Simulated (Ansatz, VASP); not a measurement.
**Si3N4: VASP beside Ansatz**

```xyz
14
Lattice="7.6949 0.0000 0.0000 -3.8475 6.6640 0.0000 0.0000 0.0000 2.9405" Properties=species:S:1:pos:R:3 pbc="T T T"
Si    5.2466    1.1704    0.9575
Si    1.6097    5.1289    2.4278
Si    4.0581    3.9585    0.9575
Si   -1.3991    5.4936    2.4278
Si    2.2378    1.5352    0.9575
Si   -0.2106    2.7055    2.4278
N    -1.0272    2.1996    0.9575
N     5.2764    0.2102    2.4278
N     2.4561    4.6746    0.9575
N     4.8747    4.4644    2.4278
N    -1.4290    6.4538    0.9575
N     1.3913    1.9894    2.4278
N     0.0000    4.4427   -0.5127
N     3.8475    2.2213    0.9575
```

Change from the starting cell: volume scaled by 1.04, ions relaxed.

Alike in both runs: functional PBE; k mesh 4 × 4 × 10; occupations fermi-dirac, width 0.02 eV; no spin polarisation.

Ansatz relaxed the structure, and its values are those at the end. VASP's run is a single point on that final structure, the one shown.

|  | VASP | Ansatz |
| --- | --- | --- |
| version | VASP 6.6.1 | Ansatz 0.2.0 |
| potentials or method | VASP PAW PBE potentials, release 64 (Si, N) | plane-wave PAW, scalar-relativistic |
| plane-wave cutoff (eV) | 520 | 420 |
| valence electrons in the cell | 64 | 64 |

```csv
,VASP,Ansatz,Ansatz less VASP
gap on the k mesh at the Fermi level (eV),4.19,4.20,+0.011
pressure (GPa),-3.2,-3.0,+0.28
```

Ansatz's warnings: stress scf threshold loose.
